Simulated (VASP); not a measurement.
**LaFeGe: single point with PBE**

LaFeGe:

```
La Ge Fe
1.0
     4.23181    0.00000    0.00000
    -2.11590    3.66485    0.00000
     0.00000    0.00000    4.28578
La Ge Fe
1 1 1
Direct
  0.00000 0.00000 0.00000
  0.66667 0.33333 0.50000
  0.33333 0.66667 0.50000
```

* Program: VASP 6.6.1
* Task: single point
* Functional: PBE
* Potentials or basis: VASP PAW PBE potentials, release 64 (La, Ge_d, Fe)
* Cutoff: 520 eV
* k mesh: 7 × 7 × 6
* Occupations: fermi-dirac, width 0.05 eV
* Spin: collinear spin, ferromagnetic start
* Starting moments: [0.0, 0.0, 3.0] μB
* Dipole correction: no
* Further INCAR settings: ALGO = Normal; EDIFF = 1e-06; NBANDS = 28

```json
{"Pressure": "-0.4 GPa", "Net moment": "2.10 μB per cell", "Site moments": "La -0.06; Ge -0.01; Fe +2.18 μB", "Valence electrons inside the program's atomic spheres": "La 8.52; Ge 12.45; Fe 7.08"}
```

Stress tensor (GPa, compression positive):
```
-0.34  0.00  0.00
 0.00 -0.34  0.00
 0.00  0.00 -0.51
```

Levels at points of the mesh, in eV from the Fermi level:
Spin up:
```csv
k point,band 13,band 14,band 15,band 16,band 17,band 18,band 19,band 20,band 21,band 22
"(0.00, 0.00, 0.00)",-2.57,-1.80,-1.80,0.08,0.35,0.35,0.47,1.83,2.41,2.41
"(0.00, 0.00, 0.50)",-3.20,-1.95,-1.95,-1.61,1.41,1.41,1.90,2.17,2.17,2.34
```
Spin down:
```csv
k point,band 13,band 14,band 15,band 16,band 17,band 18
"(0.00, 0.00, 0.00)",-1.67,-0.18,-0.18,0.18,0.92,0.96
"(0.00, 0.00, 0.50)",-2.13,-0.60,-0.60,0.46,1.71,1.71
```

It took 2.4 min on 1 thread of Intel(R) Xeon(R) Platinum 8259CL CPU @ 2.50GHz (Skylake/Cascade Lake), with other jobs on the host, peak memory 0.28 GiB.

Caveat: spin-orbit coupling is left out, which moves the levels of the heavy elements.
